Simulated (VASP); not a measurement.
# MgO (Fm-3m) in VASP: single point with PBEsol

Aim: the single point of MgO with PBEsol.

Program: VASP 6.6.1. These are calculated values, not measurements. Logs are shortened: lines on timing, memory, paths and dates and some standing lists are left out, and cuts for length are marked.

## Step 1: The cell of the first run

The structure is cubic, space group Fm-3m (No. 225). Conventional cell: a = 4.214 Å, b = 4.214 Å, c = 4.214 Å, α = 90.00°, β = 90.00°, γ = 90.00°. Mg (site symmetry m-3m) has 6 O at 2.11 Å within 2.8 Å. Within 2.8 Å of O (site symmetry m-3m) lie 6 Mg at 2.11 Å.

## Step 2: Single point, PBEsol

INCAR reads:

```
SYSTEM = MgO
PREC = Accurate
ENCUT = 520
EDIFF = 1E-7
ISMEAR = 0
SIGMA = 0.05
LREAL = .FALSE.
LASPH = .TRUE.
NELM = 100
ALGO = Normal
ISIF = 2
LWAVE = .FALSE.
LCHARG = .TRUE.
GGA = PS
LELF = .TRUE.
LVHAR = .TRUE.
NBANDS = 11
```

KPOINTS reads:

```
Automatic mesh
0
G
  10 10 10
  0 0 0
```

POSCAR reads:

```
MgO
1.0
    0.0000016617      2.1071902040      2.1071842198
    2.1071981226      0.0000063191      2.1071795625
    2.1071980022      2.1071854264      0.0000064394
Mg O
1 1
Direct
   -0.0000006252      0.0000003668      0.0000014924
    0.5000006252      0.4999996332      0.4999985076
```

Potentials or basis: VASP PAW PBE potentials, release 64 (Mg, O).

Launch:

```sh
$ cat potpaw_PBE.64/Mg/POTCAR potpaw_PBE.64/O/POTCAR > POTCAR
$ mpirun -np 1 vasp_std > vasp.out
```

OUTCAR:

```text
SYSTEM = MgO
   PREC = Accurate
   ENCUT = 520
   EDIFF = 1E-7
   ISMEAR = 0
   LREAL = .FALSE.
   LASPH = .TRUE.
   NELM = 100
   ISIF = 2
   GGA = PS

 ion  position               nearest neighbor table
   1  1.000  0.000  0.000-   2 2.11   2 2.11   2 2.11   2 2.11   2 2.11   2 2.11
   2  0.500  0.500  0.500-   1 2.11   1 2.11   1 2.11   1 2.11   1 2.11   1 2.11

  LATTYP: Found a face centered cubic cell.
 ALAT       =     4.2143776852

  Lattice vectors:

 A1 = (   0.0000016617,   2.1071902040,   2.1071842198)
 A2 = (   2.1071981226,   0.0000063191,   2.1071795625)
 A3 = (   2.1071980022,   2.1071854264,   0.0000064394)

Analysis of symmetry for initial positions (statically):
=====================================================================
 Subroutine PRICEL returns:
 Original cell was already a primitive cell.

 Routine SETGRP: Setting up the symmetry group for a
 face centered cubic supercell.

 Subroutine GETGRP returns: Found 48 space group operations
 (whereof 48 operations were pure point group operations)
 out of a pool of 48 trial point group operations.

The static configuration has the point symmetry O_h .

Analysis of symmetry for dynamics (positions and initial velocities):
=====================================================================
 Subroutine PRICEL returns:
 Original cell was already a primitive cell.

 Routine SETGRP: Setting up the symmetry group for a
 face centered cubic supercell.

 Subroutine GETGRP returns: Found 48 space group operations
 (whereof 48 operations were pure point group operations)
 out of a pool of 48 trial point group operations.

The dynamic configuration has the point symmetry O_h .

 Subroutine INISYM returns: Found 48 space group operations
 (whereof 48 operations are pure point group operations),
 and found     1 'primitive' translations

----------------------------------------------------------------------------------------

                                     Primitive cell

  volume of cell :      18.7128

  direct lattice vectors                    reciprocal lattice vectors
     0.000001662  2.107190204  2.107184220    -0.237282200  0.237282891  0.237283578
     2.107198123  0.000006319  2.107179562     0.237281999 -0.237284140  0.237284627
     2.107198002  2.107185426  0.000006439     0.237282026  0.237283967 -0.237284828

  length of vectors
     2.980012734  2.980015040  2.980019101     0.410986020  0.410987232  0.410987263

  position of ions in fractional coordinates (direct lattice)
     0.999999375  0.000000367  0.000001492
     0.500000625  0.499999633  0.499998508

  ion indices of the primitive-cell ions
   primitive index   ion index
                 1           1
                 2           2

----------------------------------------------------------------------------------------

 KPOINTS: Automatic mesh

Automatic generation of k-mesh.
 Grid dimensions read from file:
 generate k-points for:   10   10   10

 Generating k-lattice:

  Cartesian coordinates                     Fractional coordinates (reciprocal lattice)
    -0.023728220  0.023728289  0.023728358     0.100000000 -0.000000000 -0.000000000
     0.023728200 -0.023728414  0.023728463     0.000000000  0.100000000  0.000000000
     0.023728203  0.023728397 -0.023728483    -0.000000000  0.000000000  0.100000000

  Length of vectors
     0.041098602  0.041098723  0.041098726

  Shift w.r.t. Gamma in fractional coordinates (k-lattice)
     0.000000000  0.000000000  0.000000000

 Subroutine IBZKPT returns following result:
 ===========================================

 Found     47 irreducible k-points:

 Following reciprocal coordinates:
            Coordinates               Weight
  0.000000  0.000000  0.000000      1.000000
  0.100000  0.000000 -0.000000      8.000000
  0.200000  0.000000 -0.000000      8.000000
  0.300000  0.000000 -0.000000      8.000000
  0.400000  0.000000 -0.000000      8.000000
  0.500000  0.000000  0.000000      4.000000
[... 16 lines left out ...]
  0.300000  0.300000  0.000000      6.000000
  0.400000  0.300000 -0.000000     24.000000
 [... further k-points ...]
   k-points           NKPTS =     47   k-points in BZ     NKDIM =     47   number of bands    NBANDS=     11
   number of dos      NEDOS =    301   number of ions     NIONS =      2
   total plane-waves  NPLWV =  13824
   dimension x,y,z NGX =    24 NGY =   24 NGZ =   24
   dimension x,y,z NGXF=    48 NGYF=   48 NGZF=   48
   ions per type =               1   1
   NGX,Y,Z   is equivalent  to a cutoff of  13.39, 13.39, 13.39 a.u.
   NGXF,Y,Z  is equivalent  to a cutoff of  26.78, 26.78, 26.78 a.u.
 SYSTEM =  MgO
   PREC   = accura    normal or accurate (medium, high low for compatibility)
   ISTART =      0    job   : 0-new  1-cont  2-samecut
   ICHARG =      2    charge: 1-file 2-atom 10-const
   ISPIN  =      1    spin polarized calculation?
   LNONCOLLINEAR =      F non collinear calculations
   LSORBIT =      F    spin-orbit coupling
   LASPH  =      T    aspherical Exc in radial PAW
   ENCUT  =  520.0 eV  38.22 Ry    6.18 a.u.   5.54  5.54  5.54*2*pi/ulx,y,z
   NELM   =    100;   NELMIN=  2; NELMDL= -5     # of ELM steps
   EDIFF  = 0.1E-06   stopping-criterion for ELM
   LREAL  =      F    real-space projection
   EDIFFG = 0.1E-05   stopping-criterion for IOM
   NSW    =      0    number of steps for IOM
   IBRION =     -1    ionic relax: 0-MD 1-quasi-New 2-CG
   NFREE  =      0    steps in history (QN), initial steepest desc. (CG)
   ISIF   =      2    stress and relaxation
   ISYM   =      2    0-nonsym 1-usesym 2-fastsym
   POTIM  = 0.5000    time-step for ionic-motion
   TEBEG  =    0.0;   TEEND  =   0.0 temperature during run
   PSTRESS=    0.0 pullay stress
   NELECT =       8.0000    total number of electrons
   NUPDOWN=      -1.0000    fix difference up-down
   EMIN   =  10.00;   EMAX   =-10.00  energy-range for DOS
   EFERMI =   0.00;   METHOD = LEGACY
   ISMEAR =     0;   SIGMA  =   0.05  broadening in eV -4-tet -1-fermi 0-gaus
   EFERMI_NEDOS =   21; number of points for ismear=-14 and -15
   IALGO  =     38    algorithm
   IMIX   =      4    mixing-type and parameters
     AMIX     =   0.40;   BMIX     =  1.00
     AMIX_MAG =   1.60;   BMIX_MAG =  1.00
  volume/ion in A,a.u.               =       9.36        63.14
  Fermi-wavevector in a.u.,A,eV,Ry     =   1.233271  2.330544 20.693874  1.520957
  Thomas-Fermi vector in A             =   2.368008
   LORBIT       =      0    0 simple, 1 ext, 2 COOP (PROOUT), +10 PAW based schemes
   GGA     = PS    functional components
   LHFCALC =     F    Hartree Fock is set to
   AEXX    =    0.0000 exact exchange contribution
   IVDW    =     0    specifies the selected vdW correction
   LEPSILON=     F    determine dielectric tensor
   LRPA    =     F    only Hartree local field effects (RPA)
 non-spin polarized calculation
 Gauss-broadening in eV      SIGMA  =   0.05
  energy-cutoff  :      520.00
  volume of cell :       18.71
 maximum number of plane-waves:       531
 NGX is ok and might be reduce to    24
   NGX = 11   NGY = 11   NGZ = 11

 number of electron       8.0000004 magnetization

 Free energy of the ion-electron system (eV)
  ---------------------------------------------------
  ext. energy  EPLUGINS =         0.00000000
  ---------------------------------------------------
  free energy    TOTEN  =       -12.51246531 eV

  energy without entropy =      -12.51246531  energy(sigma->0) =      -12.51246531

 E-fermi :   3.2897     XC(G=0): -11.3024

 val. band max:        3.0549047809   @ k =   0.0000   0.0000   0.0000
 cond. band min:       7.6733466945   @ k =   0.0000   0.0000   0.0000
 fundamental gap:      4.6184419137
 Fermi energy:         3.2896816201

 k-point     1 :       0.0000    0.0000    0.0000
  band No.  band energies     occupation
      1     -14.1425      2.00000
      2       3.0548      2.00000
      3       3.0548      2.00000
      4       3.0549      2.00000
      5       7.6733      0.00000
      6      18.6776      0.00000
      7      18.6777      0.00000
      8      18.6778      0.00000
      9      22.5160      0.00000
     10      24.3975      0.00000
     11      24.3978      0.00000

 k-point     2 :       0.1000    0.0000   -0.0000
  band No.  band energies     occupation
      1     -14.0350      2.00000
      2       2.3916      2.00000
      3       2.9864      2.00000
      4       2.9864      2.00000
      5       8.3080      0.00000
      6      17.4167      0.00000
      7      18.9185      0.00000
      8      18.9187      0.00000
      9      23.6707      0.00000
     10      23.6709      0.00000
     11      24.1930      0.00000

 k-point     3 :       0.2000    0.0000   -0.0000
  band No.  band energies     occupation
      1     -13.7391      2.00000
      2       1.0551      2.00000
      3       2.8129      2.00000
      4       2.8130      2.00000
      5       9.5011      0.00000
      6      15.9099      0.00000
      7      19.4076      0.00000
      8      19.4078      0.00000
      9      22.9751      0.00000
     10      22.9754      0.00000
     11      25.1500      0.00000
[... 267 lines left out ...]
 k-point    23 :       0.3000    0.3000    0.0000
  band No.  band energies     occupation
      1     -13.1329      2.00000
      2      -0.1372      2.00000
      3       2.1060      2.00000
      4       2.1061      2.00000
      5      11.8048      0.00000
      6      13.2879      0.00000
      7      17.3445      0.00000
      8      20.8322      0.00000
      9      20.8323      0.00000
     10      27.0598      0.00000
     11      30.3134      0.00000

 k-point    24 :       0.4000    0.3000   -0.0000
  band No.  band energies     occupation
      1     -12.8799      2.00000
      2      -0.5670      2.00000
      3       1.7341      2.00000
      4       1.9573      2.00000
      5      12.5060      0.00000
      6      13.0546      0.00000
      7      16.5171      0.00000
      8      21.0783      0.00000
      9      21.2825      0.00000
     10      27.7973      0.00000
     11      29.9150      0.00000

 [... further k-points ...]

------------------------ aborting loop because EDIFF is reached ----------------------------------------

  FORCE on cell =-STRESS in cart. coord.  units (eV):
  Direction    XX          YY          ZZ          XY          YZ          ZX
  --------------------------------------------------------------------------------------
  -------------------------------------------------------------------------------------
  Total       -0.0616244     -0.0616236     -0.0616233     -0.0000000     -0.0000003     -0.0000001
  in kB       -5.2762321     -5.2761691     -5.2761392     -0.0000039     -0.0000278     -0.0000045
  external PRESSURE =      -5.2761801 kB  Pullay stress =       0.0000000 kB

 VOLUME and BASIS-vectors are now :
 -----------------------------------------------------------------------------
  energy-cutoff  :      520.00
  volume of cell :       18.71
      direct lattice vectors                 reciprocal lattice vectors
     0.000001662  2.107190204  2.107184220    -0.237282200  0.237282891  0.237283578
     2.107198123  0.000006319  2.107179562     0.237281999 -0.237284140  0.237284627
     2.107198002  2.107185426  0.000006439     0.237282026  0.237283967 -0.237284828

 POSITION                                       TOTAL-FORCE (eV/Angst)
 -----------------------------------------------------------------------------------
      0.00001      2.10719      2.10718         0.000000      0.000000      0.000000
      2.10719      2.10719      2.10719        -0.000000      0.000000     -0.000000
 -----------------------------------------------------------------------------------
    total drift:                                0.005000      0.002332     -0.000695

  FREE ENERGIE OF THE ION-ELECTRON SYSTEM (eV)
  ---------------------------------------------------
  free  energy   TOTEN  =       -12.5124653136 eV

  energy  without entropy=      -12.5124653136  energy(sigma->0) =      -12.51246531
```

It took 12 s on 1 thread of Intel Xeon Platinum 8259CL at 2.50GHz (Skylake/Cascade Lake), shared host; peak memory 0.14 GiB.

What came out:

| Property | Result |
| --- | --- |
| Free energy | -12.5125 eV |
| Pressure | -0.5 GPa |
| Band gap on the k mesh | 4.62 eV |

Caveat: the PAW data sets were made with another functional, which shifts forces and pressure a little.
